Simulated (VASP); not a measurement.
# NaCl (Pm-3m) in VASP: further runs, part 2 of 2

VASP 6.6.1. Earlier steps stand in the parts before.

## (5) Single point, r2SCAN

This run uses another cell than the first one, of 21.91 Å³/atom, 1.063 times its volume.

POSCAR reads:

```
NaCl
1.0
    3.5253839872      0.0000000000      0.0000000000
    0.0000000000      3.5253839872      0.0000000000
    0.0000000000      0.0000000000      3.5253839872
Cl Na
1 1
Direct
    0.5000000000      0.5000000000      0.5000000000
    0.0000000000      0.0000000000      0.0000000000
```

INCAR.step1 reads:

```
SYSTEM = NaCl
PREC = Accurate ; ENCUT = 520
ISMEAR = -1 ; SIGMA = 0.05
LREAL = .False. ; LASPH = .True.
NELM = 80 ; NBANDS = 14
GGA = PE ; ALGO = Normal
EDIFF = 1E-4 ; LWAVE = .True.
LCHARG = .False.
```

INCAR.step2 reads:

```
SYSTEM = NaCl
PREC = Accurate ; ENCUT = 520
EDIFF = 1E-7 ; ISMEAR = -1
SIGMA = 0.05 ; LREAL = .False.
LASPH = .True. ; NELM = 80
ALGO = Normal ; ISIF = 2
LWAVE = .False. ; LCHARG = .True.
METAGGA = R2SCAN ; LMIXTAU = .True.
LELF = .True. ; LVHAR = .True.
NBANDS = 14 ; ISTART = 1
```

KPOINTS reads:

```
regular mesh
0
Gamma
  8 8 8
  0 0 0
```

Potentials or basis: VASP PAW PBE potentials, release 64 (Cl, Na_pv).

Started as:

```bash
$ cat potpaw_PBE.64/Cl/POTCAR potpaw_PBE.64/Na_pv/POTCAR > POTCAR
$ cp INCAR.step1 INCAR
$ mpirun -np 1 vasp_std > vasp.out
$ cp INCAR.step2 INCAR
$ mpirun -np 1 vasp_std > vasp.out
```

OUTCAR:

```text
SYSTEM = NaCl
   PREC = Accurate
   ENCUT = 520
   EDIFF = 1E-7
   ISMEAR = -1
   LREAL = .False.
   LASPH = .True.
   NELM = 80
   ISIF = 2
   METAGGA = R2SCAN
   ISTART = 1

 ion  position               nearest neighbor table
   1  0.500  0.500  0.500-
   2  0.000  0.000  0.000-

  LATTYP: Found a simple cubic cell.
 ALAT       =     3.5253839872

  Lattice vectors:

 A1 = (   3.5253839872,   0.0000000000,   0.0000000000)
 A2 = (   0.0000000000,   3.5253839872,   0.0000000000)
 A3 = (   0.0000000000,   0.0000000000,   3.5253839872)

Analysis of symmetry for initial positions (statically):
=====================================================================
 Subroutine PRICEL returns:
 Original cell was already a primitive cell.

 Routine SETGRP: Setting up the symmetry group for a
 simple cubic supercell.

 Subroutine GETGRP returns: Found 48 space group operations
 (whereof 48 operations were pure point group operations)
 out of a pool of 48 trial point group operations.

The static configuration has the point symmetry O_h .

Analysis of symmetry for dynamics (positions and initial velocities):
[... 165 lines left out ...]

 k-point     1 :       0.0000    0.0000    0.0000
  band No.  band energies     occupation
      1     -22.9420      2.00000
      2     -22.9420      2.00000
      3     -22.9420      2.00000
      4     -13.9920      2.00000
      5      -0.5867      2.00000
      6      -0.5867      2.00000
      7      -0.5867      2.00000
      8       4.6452      0.00000
      9       9.1021      0.00000
     10       9.1021      0.00000
     11      16.5034      0.00000
     12      16.5034      0.00000
     13      16.5034      0.00000
     14      16.6569      0.00000
[... 377 lines left out ...]
      1     -22.9697      2.00000
      2     -22.9642      2.00000
      3     -22.9407      2.00000
      4     -13.3871      2.00000
      5      -2.3792      2.00000
      6      -2.0393      2.00000
      7      -0.4633      2.00000
      8       6.6917      0.00000
      9      10.0218      0.00000
     10      10.3444      0.00000
     11      11.7096      0.00000
     12      14.1753      0.00000
     13      14.2128      0.00000
     14      17.3721      0.00000

 [... further k-points ...]
[... 5 lines left out ...]
  --------------------------------------------------------------------------------------
  -------------------------------------------------------------------------------------
  Total       -0.4546121     -0.4546121     -0.4546121     -0.0000000     -0.0000000     -0.0000000
  in kB      -16.6238759    -16.6238759    -16.6238759     -0.0000000     -0.0000000     -0.0000000
  external PRESSURE =     -16.6238759 kB  Pullay stress =       0.0000000 kB

 VOLUME and BASIS-vectors are now :
 -----------------------------------------------------------------------------
  energy-cutoff  :      520.00
  volume of cell :       43.81
      direct lattice vectors                 reciprocal lattice vectors
     3.525383987  0.000000000  0.000000000     0.283657044  0.000000000  0.000000000
     0.000000000  3.525383987  0.000000000     0.000000000  0.283657044  0.000000000
     0.000000000  0.000000000  3.525383987     0.000000000  0.000000000  0.283657044

 POSITION                                       TOTAL-FORCE (eV/Angst)
 -----------------------------------------------------------------------------------
      1.76269      1.76269      1.76269         0.000000      0.000000      0.000000
      0.00000      0.00000      0.00000         0.000000      0.000000      0.000000
 -----------------------------------------------------------------------------------
    total drift:                               -0.000000      0.000000      0.000000

  FREE ENERGIE OF THE ION-ELECTRON SYSTEM (eV)
  ---------------------------------------------------
  free  energy   TOTEN  =       -13.4509532283 eV

  energy  without entropy=      -13.4509532283  energy(sigma->0) =      -13.45095323
```

OUTCAR.step1:

```text
SYSTEM = NaCl
   PREC = Accurate
   ENCUT = 520
   ISMEAR = -1
   LREAL = .False.
   LASPH = .True.
[... 629 lines left out ...]
      1.76269      1.76269      1.76269         0.000000      0.000000      0.000000
      0.00000      0.00000      0.00000         0.000000      0.000000      0.000000
 -----------------------------------------------------------------------------------
    total drift:                               -0.000000      0.000000      0.000000

  FREE ENERGIE OF THE ION-ELECTRON SYSTEM (eV)
  ---------------------------------------------------
  free  energy   TOTEN  =        -6.4679419659 eV

  energy  without entropy=       -6.4679419658  energy(sigma->0) =       -6.46794197
```

It took 2 min on 1 thread of Intel Xeon 8259CL, shared host; peak memory 0.17 GiB.

Results:

```
Free energy            : -13.4510 eV
Pressure               : -1.7 GPa
Band gap on the k mesh : 4.74 eV, indirect (least direct gap 5.23 eV)
```

Caveat: the PAW data sets were made with another functional, which shifts forces and pressure a little.

## (6) The runs side by side

| cell | gap on the mesh (eV) | pressure (GPa) |
| --- | --- | --- |
| a = 3.455 Å, 2 atoms | 4.97 | -0.2 |
| a = 3.479 Å, 2 atoms | 4.89 | -0.7 |
| a = 3.502 Å, 2 atoms | 4.81 | -1.2 |
| a = 3.525 Å, 2 atoms | 4.74 | -1.7 |

Alike in all rows: task single point; level r2SCAN; potentials or basis VASP PAW PBE potentials, release 64 (Cl, Na_pv); no spin polarisation; k mesh 8 × 8 × 8; cutoff (eV) 520; smearing fermi-dirac 0.05 eV.

Caveats: the PAW data sets were made with another functional, which shifts forces and pressure a little.

Total energies depend on the potentials used, so only differences within one code and one set of settings carry meaning.
